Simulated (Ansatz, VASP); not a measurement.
**Two plane-wave programs on InP**

```
In P
1.0
     0.00000    2.83886    3.12275
     2.83886    0.00000    3.12275
     2.83886    2.83886    0.00000
In P
1 1
Cartesian
  0.0000 0.0000 0.0000
  4.2583 4.2583 4.6841
```

Alike in both runs: task single point; functional LDA; k mesh 4 × 4 × 4; occupations gaussian, width 0.05 eV; no spin polarisation.

|  | VASP | Ansatz |
| --- | --- | --- |
| version | VASP 6.6.1 | Ansatz 0.2.0 |
| potentials or method | VASP PAW LDA potentials, release 64 (In_d, P), cutoff 500 eV | scalar-relativistic, plane waves, PAW |
| valence electrons in the cell | 18 | 18 |

Ansatz gave:

| Item | Value |
| --- | --- |
| gap on the k mesh at the Fermi level (eV) | 0.23 |
| least direct gap on the mesh (eV) | 0.23 |
| pressure (GPa) | -1.3 |
| traceless stress, the component that is largest in VASP (GPa) | -3.46 |

Which values does VASP return?

gap on the k mesh at the Fermi level (eV): 0.26; least direct gap on the mesh (eV): 0.26; pressure (GPa): -1.2; traceless stress, the component that is largest in VASP (GPa): -3.45.

LDA's correlation is that of Perdew and Zunger in VASP and of Perdew and Wang (1992) in Ansatz.

The k mesh is coarse, so the values compare programs but aren't converged.
